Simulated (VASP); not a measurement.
# GaP (krp) (F-43m) in VASP: vibrations by perturbation theory with RPBE

Aim: the vibrations by perturbation theory of GaP (krp) with RPBE.

Program: VASP 6.6.1. These are calculated values, not measurements. Logs are shortened: lines on timing, memory, paths and dates and some standing lists are left out, and cuts for length are marked.

### 1 The cell of the first run

It takes space group F-43m (No. 216, cubic). The conventional cell has a = 5.556 Å, b = 5.556 Å, c = 5.556 Å, α = 90.00°, β = 90.00°, γ = 90.00°. Within 3.2 Å of Ga (site symmetry -43m) lie 4 P at 2.41 Å. Within 3.2 Å of P (site symmetry -43m) lie 4 Ga at 2.41 Å.

### 2 Vibrations by perturbation theory, RPBE

INCAR

```
SYSTEM = GaP
  ALGO = Normal
  EDIFF = 1E-8
  ENCUT = 520
  GGA = RP
  IBRION = 8
  ISIF = 2
  ISMEAR = 0
  LASPH = .TRUE.
  LCHARG = .TRUE.
  LEPSILON = .TRUE.
  LREAL = .FALSE.
  LWAVE = .FALSE.
  NBANDS = 16
  NELM = 80
  NSW = 1
  PREC = Accurate
  SIGMA = 0.01
```

KPOINTS

```
k-points
0
G
  8 8 8
  0 0 0
```

POSCAR

```
GaP
1.0
    0.0000000000      2.7779049703      2.7779049703
    2.7779049703      0.0000000000      2.7779049703
    2.7779049703      2.7779049703      0.0000000000
Ga P
1 1
Direct
    0.0000000000      0.0000000000      0.0000000000
    0.7500000000      0.7500000000      0.7500000000
```

Potentials or basis: VASP PAW PBE potentials, release 64 (Ga_d, P).

The run is started by

```bash
cat potpaw_PBE.64/Ga_d/POTCAR potpaw_PBE.64/P/POTCAR > POTCAR
mpirun -np 1 vasp_std > vasp.out
```

OUTCAR:

```text
SYSTEM = GaP
   EDIFF = 1E-8
   ENCUT = 520
   GGA = RP
   IBRION = 8
   ISIF = 2
   ISMEAR = 0
   LASPH = .TRUE.
   LEPSILON = .TRUE.
   LREAL = .FALSE.
   NELM = 80
   NSW = 1
   PREC = Accurate

 ion  position               nearest neighbor table
   1  0.000  0.000  0.000-   2 2.41   2 2.41   2 2.41   2 2.41
   2  0.750  0.750  0.750-   1 2.41   1 2.41   1 2.41   1 2.41

  LATTYP: Found a face centered cubic cell.
 ALAT       =     5.5558099406

  Lattice vectors:

 A1 = (   0.0000000000,   2.7779049703,   2.7779049703)
 A2 = (   2.7779049703,   0.0000000000,   2.7779049703)
 A3 = (   2.7779049703,   2.7779049703,   0.0000000000)

Analysis of symmetry for initial positions (statically):
=====================================================================
 Subroutine PRICEL returns:
 Original cell was already a primitive cell.

 Routine SETGRP: Setting up the symmetry group for a
 face centered cubic supercell.

 Subroutine GETGRP returns: Found 24 space group operations
 (whereof 24 operations were pure point group operations)
 out of a pool of 48 trial point group operations.

The static configuration has the point symmetry T_d .

Analysis of symmetry for dynamics (positions and initial velocities):
=====================================================================
 Subroutine PRICEL returns:
 Original cell was already a primitive cell.

 Routine SETGRP: Setting up the symmetry group for a
 face centered cubic supercell.

 Subroutine GETGRP returns: Found 24 space group operations
 (whereof 24 operations were pure point group operations)
 out of a pool of 48 trial point group operations.

The dynamic configuration has the point symmetry T_d .

 Subroutine INISYM returns: Found 24 space group operations
 (whereof 24 operations are pure point group operations),
 and found     1 'primitive' translations

----------------------------------------------------------------------------------------

                                     Primitive cell

  volume of cell :      42.8728

  direct lattice vectors                    reciprocal lattice vectors
     0.000000000  2.777904970  2.777904970    -0.179991758  0.179991758  0.179991758
     2.777904970  0.000000000  2.777904970     0.179991758 -0.179991758  0.179991758
     2.777904970  2.777904970  0.000000000     0.179991758  0.179991758 -0.179991758

  length of vectors
     3.928550884  3.928550884  3.928550884     0.311754870  0.311754870  0.311754870

  position of ions in fractional coordinates (direct lattice)
     0.000000000  0.000000000  0.000000000
     0.750000000  0.750000000  0.750000000

  ion indices of the primitive-cell ions
   primitive index   ion index
                 1           1
                 2           2

----------------------------------------------------------------------------------------

 KPOINTS: k-points

Automatic generation of k-mesh.
 Grid dimensions read from file:
 generate k-points for:    8    8    8

 Generating k-lattice:

  Cartesian coordinates                     Fractional coordinates (reciprocal lattice)
    -0.022498970  0.022498970  0.022498970     0.125000000  0.000000000  0.000000000
     0.022498970 -0.022498970  0.022498970     0.000000000  0.125000000  0.000000000
     0.022498970  0.022498970 -0.022498970     0.000000000  0.000000000  0.125000000

  Length of vectors
     0.038969359  0.038969359  0.038969359

  Shift w.r.t. Gamma in fractional coordinates (k-lattice)
     0.000000000  0.000000000  0.000000000

 Subroutine IBZKPT returns following result:
 ===========================================

 Found     29 irreducible k-points:

 Following reciprocal coordinates:
            Coordinates               Weight
[... 561 lines left out ...]
  energy-cutoff  :      520.00
  volume of cell :       42.87
      direct lattice vectors                 reciprocal lattice vectors
     0.000000000  2.777904970  2.777904970    -0.179991758  0.179991758  0.179991758
     2.777904970  0.000000000  2.777904970     0.179991758 -0.179991758  0.179991758
     2.777904970  2.777904970  0.000000000     0.179991758  0.179991758 -0.179991758

 POSITION                                       TOTAL-FORCE (eV/Angst)
 -----------------------------------------------------------------------------------
      0.00000      0.00000      0.00000        -0.000000      0.000000     -0.000000
      4.16686      4.16686      4.16686         0.000000     -0.000000      0.000000
 -----------------------------------------------------------------------------------
    total drift:                               -0.000002     -0.000002     -0.000002

  FREE ENERGIE OF THE ION-ELECTRON SYSTEM (eV)
  ---------------------------------------------------
  free  energy   TOTEN  =        -8.4606270295 eV

  energy  without entropy=       -8.4606270295  energy(sigma->0) =       -8.46062703

 HEAD OF MICROSCOPIC STATIC DIELECTRIC TENSOR (INDEPENDENT PARTICLE, excluding Hartree and local field effects)
 ------------------------------------------------------
          11.959200     0.000000     0.000000
           0.000000    11.959200    -0.000000
          -0.000000     0.000000    11.959200
 ------------------------------------------------------

 Free energy of the ion-electron system (eV)
  ---------------------------------------------------
  ---------------------------------------------------
  free energy    TOTEN  =        -1.37461997 eV

  energy without entropy =       -1.37461997

------------------------ aborting loop because EDIFF is reached ----------------------------------------

--------------------------------------- Ionic step        2  -------------------------------------------

------------------------ aborting loop because EDIFF is reached ----------------------------------------

--------------------------------------- Ionic step        3  -------------------------------------------

------------------------ aborting loop because EDIFF is reached ----------------------------------------

 PIEZOELECTRIC TENSOR FIELD DIRECTION 3  (e Angst)
 -----------------------------------------------------------------------------
    -0.00017  2.27304  0.00000           (  0.00000  0.03233  0.00000)
     2.27304 -0.00017  0.00000           (  0.03233  0.00000  0.00000)
     0.00000  0.00000 -0.00151           (  0.00000  0.00000 -0.00000)

 PIEZOELECTRIC TENSOR FIELD DIRECTION 3  (C/m^2)
 -----------------------------------------------------------------------------
    -0.00006  0.84945  0.00000
     0.84945 -0.00006  0.00000
     0.00000  0.00000 -0.00056

--------------------------------------- Ionic step        4  -------------------------------------------

------------------------ aborting loop because EDIFF is reached ----------------------------------------

[... ionic steps 5 to 6 ...]

--------------------------------------- Ionic step        7  -------------------------------------------

 Free energy of the ion-electron system (eV)
  ---------------------------------------------------
  ---------------------------------------------------
  free energy    TOTEN  =        -0.04768914 eV

  energy without entropy =       -0.04768914

------------------------ aborting loop because EDIFF is reached ----------------------------------------

 INTERNAL STRAIN TENSOR  FOR ION    2  DIRECTION 1   (eV/Angst):
 -----------------------------------------------------------------------------
    -0.00819  0.00000  0.00000
     0.00000  0.00629  5.59442
     0.00000  5.59442  0.00629

 MACROSCOPIC STATIC DIELECTRIC TENSOR (including local field effects in DFT)
 ------------------------------------------------------
          11.550975     0.000000    -0.000000
          -0.000000    11.550975     0.000000
           0.000000    -0.000000    11.550975
 ------------------------------------------------------

 PIEZOELECTRIC TENSOR (including local field effects)  for field in x, y, z        (e  Angst)
          XX          YY          ZZ          XY          YZ          ZX
  --------------------------------------------------------------------------------
  x    -0.00000    -0.00000    -0.00000     0.00000     2.28044     0.00000
  y     0.00000     0.00000     0.00000     0.00000     0.00000     2.28044
  z     0.00000     0.00000     0.00000     2.28044     0.00000     0.00000

 PIEZOELECTRIC TENSOR (including local field effects)  for field in x, y, z        (C/m^2)
          XX          YY          ZZ          XY          YZ          ZX
  --------------------------------------------------------------------------------
  x    -0.00000    -0.00000    -0.00000     0.00000     0.85221     0.00000
  y     0.00000     0.00000     0.00000     0.00000     0.00000     0.85221
  z     0.00000     0.00000     0.00000     0.85221     0.00000     0.00000

 BORN EFFECTIVE CHARGES (including local field effects) (in |e|, cummulative output)
 ---------------------------------------------------------------------------------
 ion    1
    1     2.33651     0.00000     0.00000
    2    -0.00000     2.33651     0.00000
    3     0.00000     0.00000     2.33651
 ion    2
    1    -2.33651    -0.00000     0.00000
    2     0.00000    -2.33651     0.00000
    3    -0.00000     0.00000    -2.33651

 INTERNAL STRAIN TENSOR FOR ION    2 for displacements in x,y,z  (eV/Angst):
          X           Y           Z          XY          YZ          ZX
  --------------------------------------------------------------------------------
  x     0.00000     0.00000     0.00000     0.00000     5.59442     0.00000
  y     0.00000    -0.00000     0.00000     0.00000     0.00000     5.59442
  z     0.00000     0.00000     0.00000     5.59442     0.00000     0.00000

 SECOND DERIVATIVES (NOT SYMMETRIZED)
 ------------------------------------
               1X          1Y          1Z          2X          2Y          2Z
  1X    -8.834387    0.000000    0.000000    8.834387    0.000000    0.000000
  1Y     0.000000   -8.834387    0.000000    0.000000    8.834387    0.000000
  1Z     0.000000    0.000000   -8.834387    0.000000    0.000000    8.834387
  2X     8.813299    0.000000    0.000000   -8.813299    0.000000    0.000000
  2Y     0.000000    8.813299    0.000000    0.000000   -8.813299    0.000000
  2Z     0.000000    0.000000    8.813299    0.000000    0.000000   -8.813299

 Eigenvectors and eigenvalues of the dynamical matrix
 ----------------------------------------------------

   1 f  =   10.025392 THz    62.991399 2PiTHz  334.411098 cm-1    41.461673 meV
             X         Y         Z           dx          dy          dz
      0.000000  0.000000  0.000000     0.000000    0.555072    0.000000
      4.166857  4.166857  4.166857     0.000000   -0.831802    0.000000
[... 21 lines left out ...]
   6 f/i=    0.005531 THz     0.034754 2PiTHz    0.184504 cm-1     0.022876 meV
             X         Y         Z           dx          dy          dz
      0.000000  0.000000  0.000000     0.000000    0.000000    0.831802
      4.166857  4.166857  4.166857     0.000000    0.000000    0.555072

--------------------------------------------------------------------------------------------------------

 MACROSCOPIC STATIC DIELECTRIC TENSOR IONIC CONTRIBUTION
 ------------------------------------------------------
           2.611326     0.000000     0.000000
           0.000000     2.611326    -0.000000
           0.000000    -0.000000     2.611326
 ------------------------------------------------------

 ELASTIC MODULI CONTR FROM IONIC RELAXATION (kBar)
 Direction    XX          YY          ZZ          XY          YZ          ZX
 --------------------------------------------------------------------------------
 XX          -0.0000      0.0000      0.0000      0.0000     -0.0000     -0.0000
 YY           0.0000     -0.0000      0.0000      0.0000      0.0000      0.0000
 ZZ           0.0000      0.0000     -0.0000     -0.0000      0.0000     -0.0000
 XY           0.0000      0.0000     -0.0000   -131.2400     -0.0000      0.0000
 YZ          -0.0000      0.0000      0.0000     -0.0000   -131.2400     -0.0000
 ZX          -0.0000      0.0000     -0.0000      0.0000     -0.0000   -131.2400
 --------------------------------------------------------------------------------

 PIEZOELECTRIC TENSOR IONIC CONTR  for field in x, y, z        (C/m^2)
          XX          YY          ZZ          XY          YZ          ZX
  --------------------------------------------------------------------------------
  x    -0.00000     0.00000     0.00000    -0.00000    -0.55085    -0.00000
  y    -0.00000     0.00000    -0.00000     0.00000    -0.00000    -0.55085
  z     0.00000     0.00000    -0.00000    -0.55085    -0.00000     0.00000
```

Wall time 14 min (1 thread of Intel Xeon Platinum 8375C at 2.90GHz (Ice Lake), shared host); peak memory 0.3 GiB.

What came out:

| Property | Result |
| --- | --- |
| Electronic dielectric tensor (diagonal) | 11.55 |
| Born charges (mean of the diagonal) | Ga +2.34; P -2.34 e |
| Highest phonon frequency at Γ, LO-TO splitting left out | 334 cm⁻¹ |

Phonon frequencies in cm⁻¹ (negative: imaginary):
```csv
q point,frequencies
"(0.000, 0.000, 0.000)",0 0 0 334 334 334
```

Electronic dielectric tensor:
```
11.55  0.00  0.00
 0.00 11.55  0.00
 0.00  0.00 11.55
```

Born effective charge tensors (e):
atom 1, Ga
```
2.34 0.00 0.00
0.00 2.34 0.00
0.00 0.00 2.34
```
atom 2, P
```
-2.34  0.00  0.00
 0.00 -2.34  0.00
 0.00  0.00 -2.34
```
